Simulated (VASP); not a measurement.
# BaTe (Fm-3m) in VASP: a series of runs, part 2 of 2

VASP 6.6.1.

## 3. Single point, PBE

This run uses another cell than the first one, of 44.08 Å³/atom.

Contents of INCAR:

```
SYSTEM = BaTe
  PREC = Accurate
  ENCUT = 520
  EDIFF = 1E-6
  ISMEAR = 0
  SIGMA = 0.01
  LREAL = .FALSE.
  LASPH = .TRUE.
  NELM = 100
  ALGO = Normal
  ISIF = 2
  LWAVE = .FALSE.
  LCHARG = .TRUE.
  GGA = PE
  LELF = .TRUE.
  LVHAR = .TRUE.
  NBANDS = 15
```

Contents of KPOINTS:

```
Automatic mesh
0
G
  6 6 6
  0 0 0
```

Contents of POSCAR:

```
BaTe
1.0
    0.0000000000      3.5323868488      3.5323868488
    3.5323868488      0.0000000000      3.5323868488
    3.5323868488      3.5323868488      0.0000000000
Ba Te
1 1
Direct
    0.0000000000      0.0000000000      0.0000000000
    0.5000000000      0.5000000000      0.5000000000
```

Potentials or basis: VASP PAW PBE potentials, release 64 (Ba_sv, Te).

Command:

```sh
$ cat potpaw_PBE.64/Ba_sv/POTCAR potpaw_PBE.64/Te/POTCAR > POTCAR
$ mpirun -np 1 vasp_std > vasp.out
```

OUTCAR:

```text
SYSTEM = BaTe
   PREC = Accurate
   ENCUT = 520
   EDIFF = 1E-6
   ISMEAR = 0
   LREAL = .FALSE.
   LASPH = .TRUE.
   NELM = 100
   ISIF = 2
   GGA = PE

 ion  position               nearest neighbor table
   1  0.000  0.000  0.000-   2 3.53   2 3.53   2 3.53   2 3.53   2 3.53   2 3.53
   2  0.500  0.500  0.500-   1 3.53   1 3.53   1 3.53   1 3.53   1 3.53   1 3.53

  LATTYP: Found a face centered cubic cell.
 ALAT       =     7.0647736976

  Lattice vectors:

 A1 = (   0.0000000000,   3.5323868488,   3.5323868488)
 A2 = (   3.5323868488,   0.0000000000,   3.5323868488)
 A3 = (   3.5323868488,   3.5323868488,   0.0000000000)

Analysis of symmetry for initial positions (statically):
=====================================================================
 Subroutine PRICEL returns:
 Original cell was already a primitive cell.

 Routine SETGRP: Setting up the symmetry group for a
 face centered cubic supercell.

 Subroutine GETGRP returns: Found 48 space group operations
 (whereof 48 operations were pure point group operations)
 out of a pool of 48 trial point group operations.

The static configuration has the point symmetry O_h .

Analysis of symmetry for dynamics (positions and initial velocities):
=====================================================================
 Subroutine PRICEL returns:
 Original cell was already a primitive cell.

 Routine SETGRP: Setting up the symmetry group for a
 face centered cubic supercell.

 Subroutine GETGRP returns: Found 48 space group operations
 (whereof 48 operations were pure point group operations)
 out of a pool of 48 trial point group operations.

The dynamic configuration has the point symmetry O_h .

 Subroutine INISYM returns: Found 48 space group operations
 (whereof 48 operations are pure point group operations),
 and found     1 'primitive' translations

----------------------------------------------------------------------------------------

                                     Primitive cell

  volume of cell :      88.1525

  direct lattice vectors                    reciprocal lattice vectors
     0.000000000  3.532386849  3.532386849    -0.141547351  0.141547351  0.141547351
     3.532386849  0.000000000  3.532386849     0.141547351 -0.141547351  0.141547351
     3.532386849  3.532386849  0.000000000     0.141547351  0.141547351 -0.141547351

  length of vectors
     4.995549389  4.995549389  4.995549389     0.245167203  0.245167203  0.245167203

  position of ions in fractional coordinates (direct lattice)
     0.000000000  0.000000000  0.000000000
     0.500000000  0.500000000  0.500000000

  ion indices of the primitive-cell ions
   primitive index   ion index
                 1           1
                 2           2

----------------------------------------------------------------------------------------

 KPOINTS: Automatic mesh

Automatic generation of k-mesh.
 Grid dimensions read from file:
 generate k-points for:    6    6    6

 Generating k-lattice:

  Cartesian coordinates                     Fractional coordinates (reciprocal lattice)
    -0.023591225  0.023591225  0.023591225     0.166666667  0.000000000  0.000000000
     0.023591225 -0.023591225  0.023591225     0.000000000  0.166666667  0.000000000
     0.023591225  0.023591225 -0.023591225     0.000000000  0.000000000  0.166666667

  Length of vectors
[... 29 lines left out ...]
   number of dos      NEDOS =    301   number of ions     NIONS =      2
   total plane-waves  NPLWV =  64000
   dimension x,y,z NGX =    40 NGY =   40 NGZ =   40
   dimension x,y,z NGXF=    80 NGYF=   80 NGZF=   80
   ions per type =               1   1
   NGX,Y,Z   is equivalent  to a cutoff of  13.31, 13.31, 13.31 a.u.
   NGXF,Y,Z  is equivalent  to a cutoff of  26.62, 26.62, 26.62 a.u.
 SYSTEM =  BaTe
   PREC   = accura    normal or accurate (medium, high low for compatibility)
   ISTART =      0    job   : 0-new  1-cont  2-samecut
   ICHARG =      2    charge: 1-file 2-atom 10-const
   ISPIN  =      1    spin polarized calculation?
   LNONCOLLINEAR =      F non collinear calculations
   LSORBIT =      F    spin-orbit coupling
   LASPH  =      T    aspherical Exc in radial PAW
   ENCUT  =  520.0 eV  38.22 Ry    6.18 a.u.   9.29  9.29  9.29*2*pi/ulx,y,z
   NELM   =    100;   NELMIN=  2; NELMDL= -5     # of ELM steps
   EDIFF  = 0.1E-05   stopping-criterion for ELM
   LREAL  =      F    real-space projection
   EDIFFG = 0.1E-04   stopping-criterion for IOM
   NSW    =      0    number of steps for IOM
   IBRION =     -1    ionic relax: 0-MD 1-quasi-New 2-CG
   NFREE  =      0    steps in history (QN), initial steepest desc. (CG)
   ISIF   =      2    stress and relaxation
   ISYM   =      2    0-nonsym 1-usesym 2-fastsym
   POTIM  = 0.5000    time-step for ionic-motion
   TEBEG  =    0.0;   TEEND  =   0.0 temperature during run
   PSTRESS=    0.0 pullay stress
   NELECT =      16.0000    total number of electrons
   NUPDOWN=      -1.0000    fix difference up-down
   EMIN   =  10.00;   EMAX   =-10.00  energy-range for DOS
   EFERMI =   0.00;   METHOD = LEGACY
   ISMEAR =     0;   SIGMA  =   0.01  broadening in eV -4-tet -1-fermi 0-gaus
   EFERMI_NEDOS =   21; number of points for ismear=-14 and -15
   IALGO  =     38    algorithm
   IMIX   =      4    mixing-type and parameters
     AMIX     =   0.40;   BMIX     =  1.00
     AMIX_MAG =   1.60;   BMIX_MAG =  1.00
  volume/ion in A,a.u.               =      44.08       297.44
  Fermi-wavevector in a.u.,A,eV,Ry     =   0.926908  1.751602 11.689557  0.859158
  Thomas-Fermi vector in A             =   2.052921
   LORBIT       =      0    0 simple, 1 ext, 2 COOP (PROOUT), +10 PAW based schemes
   GGA     = PE    functional components
   LHFCALC =     F    Hartree Fock is set to
   AEXX    =    0.0000 exact exchange contribution
   IVDW    =     0    specifies the selected vdW correction
   LEPSILON=     F    determine dielectric tensor
   LRPA    =     F    only Hartree local field effects (RPA)
 non-spin polarized calculation
 Gauss-broadening in eV      SIGMA  =   0.01
  energy-cutoff  :      520.00
  volume of cell :       88.15
 maximum number of plane-waves:      2421
 NGX is ok and might be reduce to    40
   NGX = 19   NGY = 19   NGZ = 19

 number of electron      16.0000000 magnetization

 Free energy of the ion-electron system (eV)
  ---------------------------------------------------
  ext. energy  EPLUGINS =         0.00000000
  ---------------------------------------------------
  free energy    TOTEN  =        -8.62822725 eV

  energy without entropy =       -8.62822725  energy(sigma->0) =       -8.62822725

 E-fermi :   2.1664     XC(G=0):  -8.1357

 val. band max:        2.1058021904   @ k =   0.0000   0.0000   0.0000
 cond. band min:       3.6833424732   @ k =   0.5000   0.5000   0.0000
 fundamental gap:      1.5775402829
 Fermi energy:         2.1664318121

 k-point     1 :       0.0000    0.0000    0.0000
  band No.  band energies     occupation
      1     -24.9875      2.00000
      2     -10.1323      2.00000
      3     -10.1323      2.00000
      4     -10.1323      2.00000
      5      -7.3751      2.00000
      6       2.1058      2.00000
      7       2.1058      2.00000
      8       2.1058      2.00000
      9       4.9099      0.00000
     10       5.0472      0.00000
     11       5.0472      0.00000
     12       5.0472      0.00000
     13       5.6352      0.00000
     14       5.6352      0.00000
[... 257 lines left out ...]
      2     -10.2899      2.00000
      3     -10.2489      2.00000
      4     -10.2345      2.00000
      5      -7.0432      2.00000
      6       1.0567      2.00000
      7       1.0587      2.00000
      8       1.3679      2.00000
      9       4.6813      0.00000
     10       6.6040      0.00000
     11       6.7271      0.00000
     12       7.2837      0.00000
     13       7.7578      0.00000
     14       8.4509      0.00000
     15      10.0693      0.00000

------------------------ aborting loop because EDIFF is reached ----------------------------------------

  FORCE on cell =-STRESS in cart. coord.  units (eV):
  Direction    XX          YY          ZZ          XY          YZ          ZX
  --------------------------------------------------------------------------------------
  -------------------------------------------------------------------------------------
  Total        0.1657306      0.1657306      0.1657306      0.0000000      0.0000000     -0.0000000
  in kB        3.0121629      3.0121629      3.0121629      0.0000000      0.0000000     -0.0000000
  external PRESSURE =       3.0121629 kB  Pullay stress =       0.0000000 kB

 VOLUME and BASIS-vectors are now :
 -----------------------------------------------------------------------------
  energy-cutoff  :      520.00
  volume of cell :       88.15
      direct lattice vectors                 reciprocal lattice vectors
     0.000000000  3.532386849  3.532386849    -0.141547351  0.141547351  0.141547351
     3.532386849  0.000000000  3.532386849     0.141547351 -0.141547351  0.141547351
     3.532386849  3.532386849  0.000000000     0.141547351  0.141547351 -0.141547351

 POSITION                                       TOTAL-FORCE (eV/Angst)
 -----------------------------------------------------------------------------------
      0.00000      0.00000      0.00000        -0.000000      0.000000     -0.000000
      3.53239      3.53239      3.53239         0.000000     -0.000000      0.000000
 -----------------------------------------------------------------------------------
    total drift:                                0.000000     -0.000000     -0.000000

  FREE ENERGIE OF THE ION-ELECTRON SYSTEM (eV)
  ---------------------------------------------------
  free  energy   TOTEN  =        -8.6282272503 eV

  energy  without entropy=       -8.6282272503  energy(sigma->0) =       -8.62822725
```

OSZICAR:

```text
N       E                     dE             d eps       ncg     rms          rms(c)
DAV:   1     0.795074366664E+02    0.79507E+02   -0.61936E+03   480   0.885E+02
DAV:   2    -0.389860193537E+01   -0.83406E+02   -0.76802E+02   648   0.157E+02
DAV:   3    -0.859405880031E+01   -0.46955E+01   -0.46610E+01   628   0.396E+01
DAV:   4    -0.873233231835E+01   -0.13827E+00   -0.13825E+00   672   0.653E+00
DAV:   5    -0.873457444231E+01   -0.22421E-02   -0.22421E-02   637   0.721E-01    0.358E+00
DAV:   6    -0.861805882507E+01    0.11652E+00   -0.13550E-01   592   0.182E+00    0.235E+00
DAV:   7    -0.862059256926E+01   -0.25337E-02   -0.11090E-01   593   0.184E+00    0.833E-01
DAV:   8    -0.862762571640E+01   -0.70331E-02   -0.15380E-02   508   0.825E-01    0.199E-01
DAV:   9    -0.862798436525E+01   -0.35865E-03   -0.85695E-04   648   0.186E-01    0.674E-02
DAV:  10    -0.862821837211E+01   -0.23401E-03   -0.42165E-04   508   0.139E-01    0.253E-02
DAV:  11    -0.862823090735E+01   -0.12535E-04   -0.42629E-05   636   0.361E-02    0.237E-02
DAV:  12    -0.862822632058E+01    0.45868E-05   -0.14570E-05   557   0.191E-02    0.123E-02
DAV:  13    -0.862822725034E+01   -0.92976E-06   -0.93972E-07   424   0.598E-03
   1 F= -.86282273E+01 E0= -.86282273E+01  d E =-.850422E-20
```

Wall time 30 s (1 thread of Intel Xeon 8259CL, shared host); peak memory 0.24 GiB.

Results:

```
Free energy            : -8.6282 eV
Pressure               : 0.3 GPa
Band gap on the k mesh : 1.58 eV (least direct gap 1.96 eV)
```

Levels at points of the mesh, in eV from the valence-band top:
```tsv
k point	band 4	band 5	band 6	band 7	band 8	band 9	band 10	band 11	band 12	band 13
(0.00, 0.00, 0.00)	-12.24	-9.48	0.00	0.00	0.00	2.80	2.94	2.94	2.94	3.53
(0.50, 0.00, 0.00)	-12.25	-8.82	-2.16	-1.07	-1.07	4.15	4.69	4.83	4.83	6.89
(0.50, 0.50, 0.00)	-12.31	-9.28	-1.12	-0.38	-0.38	1.58	4.38	4.53	5.47	5.64
```

Caveat: spin-orbit coupling is left out, which moves the levels of the heavy elements. A k mesh can miss the band edges.

## 4. Single point, PBE (42.75 Å³/atom)

This run uses another cell than the first one, of 42.75 Å³/atom.

Contents of INCAR:

```
SYSTEM = BaTe
  ALGO = Normal
  EDIFF = 1E-7
  ENCUT = 520
  GGA = PE
  ISIF = 2
  ISMEAR = 0
  LASPH = .TRUE.
  LCHARG = .FALSE.
  LREAL = .FALSE.
  LWAVE = .FALSE.
  NBANDS = 15
  NELM = 60
  PREC = Accurate
  SIGMA = 0.01
```

Contents of KPOINTS:

```
k-points
0
G
  6 6 6
  0 0 0
```

Contents of POSCAR:

```
BaTe
1.0
    0.0000000000      3.4967037339      3.4967037339
    3.4967037339      0.0000000000      3.4967037339
    3.4967037339      3.4967037339      0.0000000000
Ba Te
1 1
Direct
    0.0000000000      0.0000000000      0.0000000000
    0.5000000000      0.5000000000      0.5000000000
```

Command:

```sh
$ cat potpaw_PBE.64/Ba_sv/POTCAR potpaw_PBE.64/Te/POTCAR > POTCAR
$ mpirun -np 1 vasp_std > vasp.out
```

Wall time 34 s (1 thread of Intel Xeon 8259CL, shared host); peak memory 0.24 GiB.

It converged, with:

- Free energy: -8.6154 eV
- Pressure: 1.3 GPa
- Band gap on the k mesh: 1.51 eV (least direct gap 1.90 eV)

Levels at points of the mesh, in eV from the valence-band top:
```tsv
k point	band 6	band 7	band 8	band 9	band 10	band 11
(0.00, 0.00, 0.00)	0.00	0.00	0.00	2.92	2.92	2.92
(0.50, 0.00, 0.00)	-2.25	-1.14	-1.14	4.20	4.76	4.89
(0.50, 0.50, 0.00)	-1.14	-0.38	-0.38	1.51	4.43	4.66
```

Caveat: spin-orbit coupling is left out, which moves the levels of the heavy elements. A k mesh can miss the band edges.

## 5. Single point, PBE (45.40 Å³/atom)

This run uses another cell than the first one, of 45.40 Å³/atom.

Contents of INCAR:

```
SYSTEM = BaTe
ALGO     = Normal         ! electronic algorithm
EDIFF    = 1E-6           ! SCF threshold, eV
ENCUT    = 520            ! plane-wave cutoff, eV
GGA      = PE             ! functional
ISIF     = 2              ! what is computed and relaxed
ISMEAR   = 0              ! smearing method
LASPH    = .TRUE.         ! aspherical terms in the spheres
LCHARG   = .TRUE.         ! write CHGCAR
LELF     = .TRUE.         ! ELF
LREAL    = .FALSE.        ! projectors in reciprocal space
LVHAR    = .TRUE.       
LWAVE    = .FALSE.        ! write WAVECAR
NBANDS   = 15             ! bands
NELM     = 80             ! most SCF steps
PREC     = Accurate       ! precision mode
SIGMA    = 0.01           ! smearing width, eV
```

KPOINTS is that of step 4.

Contents of POSCAR:

```
BaTe
1.0
    0.0000000000      3.5673632507      3.5673632507
    3.5673632507      0.0000000000      3.5673632507
    3.5673632507      3.5673632507      0.0000000000
Ba Te
1 1
Direct
    0.0000000000      0.0000000000      0.0000000000
    0.5000000000      0.5000000000      0.5000000000
```

Command:

```sh
$ cat potpaw_PBE.64/Ba_sv/POTCAR potpaw_PBE.64/Te/POTCAR > POTCAR
$ mpirun -np 1 vasp_std > vasp.out
```

It took 44 s on 1 thread of Intel Xeon 8259CL, shared host; peak memory 0.24 GiB.

Results (log left out):

```yaml
Free_energy: -8.6263 eV
Pressure: -0.5 GPa
Band_gap_on_the_k_mesh: 1.64 eV (least direct gap 2.02 eV)
```

Levels at points of the mesh, in eV from the valence-band top:
```csv
k point,band 4,band 5,band 6,band 7,band 8,band 9,band 10,band 11,band 12,band 13
"(0.00, 0.00, 0.00)",-12.31,-9.42,0.00,0.00,0.00,2.69,2.95,2.95,2.95,3.51
"(0.50, 0.00, 0.00)",-12.32,-8.83,-2.08,-1.02,-1.02,4.11,4.61,4.76,4.76,6.81
"(0.50, 0.50, 0.00)",-12.38,-9.23,-1.11,-0.38,-0.38,1.64,4.33,4.40,5.34,5.54
```

Caveat: spin-orbit coupling is left out, which moves the levels of the heavy elements.

## 6. The runs side by side

```csv
cell,gap on the mesh (eV),pressure (GPa)
"a = 4.894 Å, angles 60.0°, 2 atoms",1.44,2.4
"a = 4.996 Å, angles 60.0°, 2 atoms",1.58,0.3
"a = 4.945 Å, angles 60.0°, 2 atoms",1.51,1.3
"a = 5.045 Å, angles 60.0°, 2 atoms",1.64,-0.5
```

Alike in all rows: task single point; level PBE; potentials or basis VASP PAW PBE potentials, release 64 (Ba_sv, Te); no spin polarisation; k mesh 6 × 6 × 6; cutoff (eV) 520; smearing gaussian 0.01 eV.

Caveats: spin-orbit coupling is left out, which moves the levels of the heavy elements.

Absolute energies hang on the potentials; compare differences alone.
